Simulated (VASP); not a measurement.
# Y (Im-3m) in VASP: notebook

Y is run at these levels: r2SCAN; tasks: single point.

Program: VASP 6.6.1. These are calculated values, not measurements. Logs are shortened: lines on timing, memory, paths and dates and some standing lists are left out, and cuts for length are marked.

**1. The cell of the first run**

The structure is cubic, space group Im-3m (No. 229). Conventional cell: a = 4.072 Å, b = 4.072 Å, c = 4.072 Å, α = 90.00°, β = 90.00°, γ = 90.00°. Y (site symmetry m-3m) has 14 Y at 3.53 to 4.07 Å within 4.6 Å.

This isn't the form of Y at room conditions, which is hcp.

**2. Single point, r2SCAN, collinear spin (33.76 Å³/atom)**

Input file POSCAR:

```
Y
1.0
   -2.0359161476      2.0359161476      2.0359161476
    2.0359161476     -2.0359161476      2.0359161476
    2.0359161476      2.0359161476     -2.0359161476
Y
1
Direct
    0.0000000000      0.0000000000      0.0000000000
```

Input file INCAR.step1:

```
SYSTEM = Y
PREC = Accurate ; ENCUT = 520
ISMEAR = -1 ; SIGMA = 0.05
LREAL = .False. ; LASPH = .True.
NELM = 150 ; ISPIN = 2
MAGMOM = 0.256 ; LMAXMIX = 4
NBANDS = 16 ; GGA = PE
ALGO = Normal ; EDIFF = 1E-4
LWAVE = .True. ; LCHARG = .False.
```

Input file INCAR.step2:

```
SYSTEM = Y
PREC = Accurate ; ENCUT = 520
EDIFF = 1E-7 ; ISMEAR = -1
SIGMA = 0.05 ; LREAL = .False.
LASPH = .True. ; NELM = 150
ALGO = Normal ; ISIF = 2
LWAVE = .False. ; LCHARG = .True.
ISPIN = 2 ; MAGMOM = 0.256
LORBIT = 11 ; LMAXMIX = 4
METAGGA = R2SCAN ; LMIXTAU = .True.
LELF = .True. ; LVHAR = .True.
NBANDS = 16 ; ISTART = 1
```

Input file KPOINTS:

```
Automatic mesh
0
Gamma
  12 12 12
  0 0 0
```

Potentials or basis: VASP PAW PBE potentials, release 64 (Y_sv).

Launch:

```sh
$ cat potpaw_PBE.64/Y_sv/POTCAR > POTCAR
$ cp INCAR.step1 INCAR
$ mpirun -np 1 vasp_std > vasp.out
$ cp INCAR.step2 INCAR
$ mpirun -np 1 vasp_std > vasp.out
```

OUTCAR:

```text
SYSTEM = Y
   PREC = Accurate
   ENCUT = 520
   EDIFF = 1E-7
   ISMEAR = -1
   LREAL = .False.
   LASPH = .True.
   NELM = 150
   ISIF = 2
   ISPIN = 2
   LORBIT = 11
   METAGGA = R2SCAN
   ISTART = 1

 ion  position               nearest neighbor table
   1  0.000  0.000  0.000-

  LATTYP: Found a body centered cubic cell.
 ALAT       =     4.0718322952

  Lattice vectors:

 A1 = (  -2.0359161476,   2.0359161476,   2.0359161476)
 A2 = (   2.0359161476,  -2.0359161476,   2.0359161476)
 A3 = (   2.0359161476,   2.0359161476,  -2.0359161476)

Analysis of symmetry for initial positions (statically):
=====================================================================
 Subroutine PRICEL returns:
 Original cell was already a primitive cell.

 Routine SETGRP: Setting up the symmetry group for a
 body centered cubic supercell.

 Subroutine GETGRP returns: Found 48 space group operations
 (whereof 48 operations were pure point group operations)
 out of a pool of 48 trial point group operations.

The static configuration has the point symmetry O_h .

Analysis of symmetry for dynamics (positions and initial velocities):
=====================================================================
 Subroutine PRICEL returns:
 Original cell was already a primitive cell.

 Routine SETGRP: Setting up the symmetry group for a
 body centered cubic supercell.

 Subroutine GETGRP returns: Found 48 space group operations
 (whereof 48 operations were pure point group operations)
 out of a pool of 48 trial point group operations.

The dynamic configuration has the point symmetry O_h .

Analysis of structural, dynamic, and magnetic symmetry:
=====================================================================
 Subroutine PRICEL returns:
 Original cell was already a primitive cell.

 Routine SETGRP: Setting up the symmetry group for a
 body centered cubic supercell.

 Subroutine GETGRP returns: Found 48 space group operations
 (whereof 48 operations were pure point group operations)
 out of a pool of 48 trial point group operations.

The overall configuration has the point symmetry O_h .

 Subroutine INISYM returns: Found 48 space group operations
 (whereof 48 operations are pure point group operations),
 and found     1 'primitive' translations

----------------------------------------------------------------------------------------

                                     Primitive cell

  volume of cell :      33.7551

  direct lattice vectors                    reciprocal lattice vectors
    -2.035916148  2.035916148  2.035916148     0.000000000  0.245589682  0.245589682
     2.035916148 -2.035916148  2.035916148     0.245589682  0.000000000  0.245589682
     2.035916148  2.035916148 -2.035916148     0.245589682  0.245589682  0.000000000

  length of vectors
     3.526310208  3.526310208  3.526310208     0.347316260  0.347316260  0.347316260

  position of ions in fractional coordinates (direct lattice)
     0.000000000  0.000000000  0.000000000

  ion indices of the primitive-cell ions
   primitive index   ion index
                 1           1

----------------------------------------------------------------------------------------

 KPOINTS: Automatic mesh

Automatic generation of k-mesh.
 Grid dimensions read from file:
 generate k-points for:   12   12   12

 Generating k-lattice:

  Cartesian coordinates                     Fractional coordinates (reciprocal lattice)
     0.000000000  0.020465807  0.020465807     0.083333333  0.000000000  0.000000000
     0.020465807  0.000000000  0.020465807     0.000000000  0.083333333  0.000000000
     0.020465807  0.020465807  0.000000000     0.000000000  0.000000000  0.083333333

  Length of vectors
     0.028943022  0.028943022  0.028943022

  Shift w.r.t. Gamma in fractional coordinates (k-lattice)
     0.000000000  0.000000000  0.000000000

 Subroutine IBZKPT returns following result:
 ===========================================

 Found     72 irreducible k-points:

 Following reciprocal coordinates:
            Coordinates               Weight
  0.000000  0.000000  0.000000      1.000000
  0.083333  0.000000  0.000000     12.000000
  0.166667  0.000000  0.000000     12.000000
  0.250000  0.000000  0.000000     12.000000
  0.333333  0.000000  0.000000     12.000000
  0.416667  0.000000  0.000000     12.000000
[... 16 lines left out ...]
  0.333333  0.083333  0.083333     24.000000
  0.416667  0.083333  0.083333     12.000000
 [... further k-points ...]
   k-points           NKPTS =     72   k-points in BZ     NKDIM =     72   number of bands    NBANDS=     16
   number of dos      NEDOS =    301   number of ions     NIONS =      1
   total plane-waves  NPLWV =  21952
   dimension x,y,z NGX =    28 NGY =   28 NGZ =   28
   dimension x,y,z NGXF=    56 NGYF=   56 NGZF=   56
   ions per type =               1
   NGX,Y,Z   is equivalent  to a cutoff of  13.20, 13.20, 13.20 a.u.
   NGXF,Y,Z  is equivalent  to a cutoff of  26.40, 26.40, 26.40 a.u.
 SYSTEM =  Y
   PREC   = accura    normal or accurate (medium, high low for compatibility)
   ISTART =      1    job   : 0-new  1-cont  2-samecut
   ICHARG =      0    charge: 1-file 2-atom 10-const
   ISPIN  =      2    spin polarized calculation?
   LNONCOLLINEAR =      F non collinear calculations
   LSORBIT =      F    spin-orbit coupling
   LASPH  =      T    aspherical Exc in radial PAW
   ENCUT  =  520.0 eV  38.22 Ry    6.18 a.u.   6.56  6.56  6.56*2*pi/ulx,y,z
   NELM   =    150;   NELMIN=  2; NELMDL=  0     # of ELM steps
   EDIFF  = 0.1E-06   stopping-criterion for ELM
   LREAL  =      F    real-space projection
   EDIFFG = 0.1E-05   stopping-criterion for IOM
   NSW    =      0    number of steps for IOM
   IBRION =     -1    ionic relax: 0-MD 1-quasi-New 2-CG
   NFREE  =      0    steps in history (QN), initial steepest desc. (CG)
   ISIF   =      2    stress and relaxation
   ISYM   =      2    0-nonsym 1-usesym 2-fastsym
   POTIM  = 0.5000    time-step for ionic-motion
   TEBEG  =    0.0;   TEEND  =   0.0 temperature during run
   PSTRESS=    0.0 pullay stress
   NELECT =      11.0000    total number of electrons
   NUPDOWN=      -1.0000    fix difference up-down
   EMIN   =  10.00;   EMAX   =-10.00  energy-range for DOS
   EFERMI =   0.00;   METHOD = LEGACY
   ISMEAR =    -1;   SIGMA  =   0.05  broadening in eV -4-tet -1-fermi 0-gaus
   EFERMI_NEDOS =   21; number of points for ismear=-14 and -15
   IALGO  =     38    algorithm
   IMIX   =      4    mixing-type and parameters
     AMIX     =   0.40;   BMIX     =  1.00
     AMIX_MAG =   1.60;   BMIX_MAG =  1.00
  volume/ion in A,a.u.               =      33.76       227.79
  Fermi-wavevector in a.u.,A,eV,Ry     =   1.126573  2.128913 17.268049  1.269166
  Thomas-Fermi vector in A             =   2.263255
   LORBIT       =     11    0 simple, 1 ext, 2 COOP (PROOUT), +10 PAW based schemes
   METAGGA = R2SCAN    functional components
   LHFCALC =     F    Hartree Fock is set to
   AEXX    =    0.0000 exact exchange contribution
   IVDW    =     0    specifies the selected vdW correction
   LEPSILON=     F    determine dielectric tensor
   LRPA    =     F    only Hartree local field effects (RPA)
 spin polarized calculation
  energy-cutoff  :      520.00
  volume of cell :       33.76
 maximum number of plane-waves:       935
 NGX is ok and might be reduce to    28
   NGX = 13   NGY = 13   NGZ = 13

 number of electron      10.9999999 magnetization       0.0006113

 number of electron      10.9999999 magnetization      -0.0004796

 Free energy of the ion-electron system (eV)
  ---------------------------------------------------
  ext. energy  EPLUGINS =         0.00000000
  ---------------------------------------------------
  free energy    TOTEN  =       -20.18308943 eV

  energy without entropy =      -20.16450408  energy(sigma->0) =      -20.17379676

 E-fermi :   3.0670     XC(G=0):  -9.9468

 val. band max:        3.0669446109   @ k =   0.2500   0.1667   0.0833
 cond. band min:       3.0869438598   @ k =  -0.2500   0.4167   0.0833
 fundamental gap:      0.0199992489
 Fermi energy:         3.0670010114

 spin component 1

 k-point     1 :       0.0000    0.0000    0.0000
  band No.  band energies     occupation
      1     -41.4109      1.00000
      2     -20.4621      1.00000
      3     -20.4621      1.00000
      4     -20.4621      1.00000
      5      -1.9443      1.00000
      6       5.0060      0.00000
[... 8 lines left out ...]
     15      20.8555      0.00000
     16      21.7402      0.00000

 k-point     2 :       0.0833    0.0000    0.0000
  band No.  band energies     occupation
      1     -41.4067      1.00000
      2     -20.4987      1.00000
      3     -20.4733      1.00000
      4     -20.4624      1.00000
      5      -1.7628      1.00000
      6       4.8659      0.00000
[... 8 lines left out ...]
     15      19.8072      0.00000
     16      21.3970      0.00000
[... 387 lines left out ...]
      5       1.2514      1.00000
      6       3.2880      0.01189
[... 8 lines left out ...]
     15      19.4246      0.00000
     16      20.9514      0.00000

 k-point    24 :       0.4167    0.0833    0.0833
  band No.  band energies     occupation
      1     -41.3459      1.00000
      2     -20.9444      1.00000
      3     -20.6487      1.00000
      4     -20.4992      1.00000
      5       1.4331      1.00000
      6       3.2663      0.01824
[... 8 lines left out ...]
     15      19.3148      0.00000
     16      20.9744      0.00000

 [... further k-points ...]

 spin component 2

 k-point     1 :       0.0000    0.0000    0.0000
  band No.  band energies     occupation
      1     -41.4111      1.00000
      2     -20.4623      1.00000
      3     -20.4623      1.00000
      4     -20.4623      1.00000
      5      -1.9448      1.00000
      6       5.0057      0.00000
[... 8 lines left out ...]
     15      20.8552      0.00000
     16      21.7400      0.00000

 k-point     2 :       0.0833    0.0000    0.0000
  band No.  band energies     occupation
      1     -41.4068      1.00000
      2     -20.4988      1.00000
      3     -20.4734      1.00000
      4     -20.4625      1.00000
      5      -1.7633      1.00000
      6       4.8656      0.00000
[... 8 lines left out ...]
     15      19.8068      0.00000
     16      21.3967      0.00000
[... 387 lines left out ...]
      5       1.2510      1.00000
      6       3.2875      0.01200
[... 8 lines left out ...]
     15      19.4243      0.00000
     16      20.9511      0.00000

 k-point    24 :       0.4167    0.0833    0.0833
  band No.  band energies     occupation
      1     -41.3460      1.00000
      2     -20.9445      1.00000
      3     -20.6488      1.00000
      4     -20.4994      1.00000
      5       1.4326      1.00000
      6       3.2659      0.01839
[... 8 lines left out ...]
     15      19.3144      0.00000
     16      20.9741      0.00000

 [... further k-points ...]
[... 5 lines left out ...]
  --------------------------------------------------------------------------------------
  -------------------------------------------------------------------------------------
  Total       -0.0191080     -0.0191080     -0.0191080      0.0000000     -0.0000000     -0.0000000
  in kB       -0.9069563     -0.9069563     -0.9069563      0.0000000     -0.0000000     -0.0000000
  external PRESSURE =      -0.9069563 kB  Pullay stress =       0.0000000 kB

 VOLUME and BASIS-vectors are now :
 -----------------------------------------------------------------------------
  energy-cutoff  :      520.00
  volume of cell :       33.76
      direct lattice vectors                 reciprocal lattice vectors
    -2.035916148  2.035916148  2.035916148     0.000000000  0.245589682  0.245589682
     2.035916148 -2.035916148  2.035916148     0.245589682  0.000000000  0.245589682
     2.035916148  2.035916148 -2.035916148     0.245589682  0.245589682  0.000000000

 POSITION                                       TOTAL-FORCE (eV/Angst)
 -----------------------------------------------------------------------------------
      0.00000      0.00000      0.00000         0.000000      0.000000      0.000000
 -----------------------------------------------------------------------------------
    total drift:                               -0.000000     -0.000000      0.000000

  FREE ENERGIE OF THE ION-ELECTRON SYSTEM (eV)
  ---------------------------------------------------
  free  energy   TOTEN  =       -20.1830894296 eV

  energy  without entropy=      -20.1645040804  energy(sigma->0) =      -20.17379676

 total charge

# of ion       s       p       d       f       tot
--------------------------------------------------
    1        2.257   6.270   0.835   0.007   9.368

 magnetization (x)

# of ion       s       p       d       f       tot
--------------------------------------------------
    1        0.000  -0.000  -0.000  -0.000  -0.000
```

It took 4.7 min on 1 thread of Intel Xeon 6975P-C (Granite Rapids), shared host; peak memory 0.24 GiB.

Results:

```
Free energy                                           : -20.1831 eV
Pressure                                              : -0.1 GPa
Net moment                                            : 0.00 μB per cell
Valence electrons inside the program's atomic spheres : Y 9.37
```

Caveat: the PAW data sets were made with another functional, which shifts forces and pressure a little.

**3. Single point, r2SCAN, collinear spin (35.11 Å³/atom)**

This run uses another cell than the first one, of 35.11 Å³/atom.

Input file POSCAR:

```
Y
1.0
   -2.0627075904      2.0627075904      2.0627075904
    2.0627075904     -2.0627075904      2.0627075904
    2.0627075904      2.0627075904     -2.0627075904
Y
1
Direct
    0.0000000000      0.0000000000      0.0000000000
```

Input file INCAR.step1:

```
ALGO = Normal
EDIFF = 1E-4
ENCUT = 520
GGA = PE
ISMEAR = -1
ISPIN = 2
LASPH = T
LCHARG = F
LMAXMIX = 4
LREAL = F
LWAVE = T
MAGMOM = 0.256
NBANDS = 16
NELM = 150
PREC = Accurate
SIGMA = 0.05
```

Input file INCAR.step2:

```
ALGO = Normal
EDIFF = 1E-7
ENCUT = 520
ISIF = 2
ISMEAR = -1
ISPIN = 2
ISTART = 1
LASPH = T
LCHARG = F
LMAXMIX = 4
LMIXTAU = T
LORBIT = 11
LREAL = F
LWAVE = F
MAGMOM = 0.256
METAGGA = R2SCAN
NBANDS = 16
NELM = 150
PREC = Accurate
SIGMA = 0.05
```

Input file KPOINTS:

```
k-points
0
Gamma
  12 12 12
```

Potentials or basis: VASP PAW PBE potentials, release 64 (Y_sv).

Launch:

```sh
$ cat potpaw_PBE.64/Y_sv/POTCAR > POTCAR
$ cp INCAR.step1 INCAR
$ mpirun -np 1 vasp_std > vasp.out
$ cp INCAR.step2 INCAR
$ mpirun -np 1 vasp_std > vasp.out
```

It took 4.2 min on 1 thread of Intel Xeon 6975P-C (Granite Rapids), shared host; peak memory 0.24 GiB.

The run converged. Its results:

```
Free energy                                           : -20.1762 eV
Pressure                                              : -1.5 GPa
Net moment                                            : 0.00 μB per cell
Valence electrons inside the program's atomic spheres : Y 9.32
```

Levels at points of the mesh, in eV from the Fermi level:
Spin up:
```csv
k point,band 2,band 3,band 4,band 5,band 6,band 7,band 8,band 9
"(0.00, 0.00, 0.00)",-23.65,-23.65,-23.65,-4.94,1.90,1.90,1.90,3.62
"(0.50, 0.00, 0.00)",-24.10,-23.79,-23.65,-1.92,0.40,0.40,3.59,4.18
"(0.50, 0.50, 0.50)",-23.96,-23.96,-23.96,-1.41,-1.41,5.27,5.27,5.27
```
Spin down:
```tsv
k point	band 1	band 2	band 3	band 4	band 5	band 6	band 7	band 8	band 9	band 10
(0.00, 0.00, 0.00)	-44.58	-23.65	-23.65	-23.65	-4.94	1.90	1.90	1.90	3.62	3.62
(0.50, 0.00, 0.00)	-44.52	-24.10	-23.79	-23.65	-1.92	0.40	0.40	3.59	4.18	5.77
(0.50, 0.50, 0.50)	-44.49	-23.96	-23.96	-23.96	-1.41	-1.41	5.27	5.27	5.27	5.32
```

Caveat: the PAW data sets were made with another functional, which shifts forces and pressure a little.

**4. Single point, r2SCAN, collinear spin**

Input file POSCAR:

```
Y
1.0
   -2.0359161476      2.0359161476      2.0359161476
    2.0359161476     -2.0359161476      2.0359161476
    2.0359161476      2.0359161476     -2.0359161476
Y
1
Direct
    0.0000000000      0.0000000000      0.0000000000
```

Input file INCAR.step1:

```
PREC = Accurate
ENCUT = 520
ISMEAR = -1
SIGMA = 0.05
LREAL = F
LASPH = T
NELM = 150
ISPIN = 2
MAGMOM = 0.25
LMAXMIX = 4
NBANDS = 16
GGA = PE
ALGO = Normal
EDIFF = 1E-4
LWAVE = T
LCHARG = F
```

Input file INCAR.step2:

```
PREC = Accurate
ENCUT = 520
EDIFF = 1E-6
ISMEAR = -1
SIGMA = 0.05
LREAL = F
LASPH = T
NELM = 150
ALGO = Normal
ISIF = 2
LWAVE = F
LCHARG = T
ISPIN = 2
MAGMOM = 0.25
LORBIT = 11
LMAXMIX = 4
METAGGA = R2SCAN
LMIXTAU = T
LELF = T
LVHAR = T
NBANDS = 16
ISTART = 1
```

Input file KPOINTS:

```
regular mesh
0
Gamma
  18 18 18
```

Launch:

```sh
$ cat potpaw_PBE.64/Y_sv/POTCAR > POTCAR
$ cp INCAR.step1 INCAR
$ mpirun -np 1 vasp_std > vasp.out
$ cp INCAR.step2 INCAR
$ mpirun -np 1 vasp_std > vasp.out
```

Wall time 10 min (1 thread of Intel Xeon 6975P-C (Granite Rapids), shared host); peak memory 0.32 GiB.

It converged, with:

| Item | Value |
| --- | --- |
| Free energy | -20.1822 eV |
| Pressure | -0.1 GPa |
| Net moment | 0.00 μB per cell |
| Valence electrons inside the program's atomic spheres | Y 9.37 |

Levels at points of the mesh, in eV from the Fermi level:
Spin up:
```csv
k point,band 3,band 4,band 5,band 6,band 7,band 8
"(0.00, 0.00, 0.00)",-23.52,-23.52,-5.00,1.95,1.95,1.95
"(0.50, 0.00, 0.00)",-23.69,-23.53,-1.99,0.38,0.50,3.73
"(0.50, 0.50, 0.50)",-23.88,-23.88,-1.52,-1.52,5.48,5.48
```
Spin down:
| k point | band 3 | band 4 | band 5 | band 6 | band 7 | band 8 |
| --- | --- | --- | --- | --- | --- | --- |
| (0.00, 0.00, 0.00) | -23.53 | -23.53 | -5.01 | 1.94 | 1.94 | 1.94 |
| (0.50, 0.00, 0.00) | -23.69 | -23.53 | -1.99 | 0.37 | 0.50 | 3.73 |
| (0.50, 0.50, 0.50) | -23.88 | -23.88 | -1.52 | -1.52 | 5.48 | 5.48 |

Caveat: the PAW data sets were made with another functional, which shifts forces and pressure a little.

**5. Overview**

```csv
cell,k mesh,gap on the mesh (eV),pressure (GPa),moment (μB)
"a = 3.526 Å, angles 109.5°, 1 atom",12 × 12 × 12,none,-0.1,0.00
"a = 3.573 Å, angles 109.5°, 1 atom",12 × 12 × 12,none,-1.5,0.00
"a = 3.526 Å, angles 109.5°, 1 atom",18 × 18 × 18,none,-0.1,0.00
```

Alike in all rows: task single point; level r2SCAN; potentials or basis VASP PAW PBE potentials, release 64 (Y_sv); spin collinear; cutoff (eV) 520; smearing fermi-dirac 0.05 eV.

Caveats: the PAW data sets were made with another functional, which shifts forces and pressure a little.

Absolute energies hang on the potentials; compare differences alone.
